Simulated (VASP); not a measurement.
The system is CuO.

```
Cu O
1.0
     1.95115   -2.11048    0.00000
     1.95115    2.11048    0.00000
     0.00000    0.00000    5.15593
Cu O
2 2
Direct
  0.50000 0.00000 0.00000
  0.00000 0.50000 0.50000
  0.50000 0.50000 0.25000
  0.50000 0.50000 0.75000
```

Base run:

| Item | Value |
| --- | --- |
| Program | VASP 6.6.1 |
| Functional | PBEsol |
| Potentials or basis | VASP PAW PBE potentials, release 64 (Cu, O) |
| Cutoff | 520 eV |
| k mesh | 8 × 8 × 5 |
| Occupations | fermi-dirac, width 0.05 eV |
| Spin | no spin polarisation |

Its results: band gap on the k mesh zero (band 17 reaches 5.82 eV, above the bottom of band 18 at 4.95 eV); pressure 0.2 GPa.

Question: The run is repeated on the same cell with these changes: functional from PBEsol to PBE. What comes out?

Answer: Band gap on the k mesh zero (band 17 reaches 5.99 eV, above the bottom of band 18 at 5.13 eV); pressure 8.3 GPa.

PBE binds less tightly than PBEsol, so the same cell stands under more pressure.

Caveats: semilocal functionals often make such compounds metallic where correlation or magnetic order opens a gap, which also shifts bond lengths; the PAW data sets were made with another functional, which shifts forces and pressure a little (some runs).
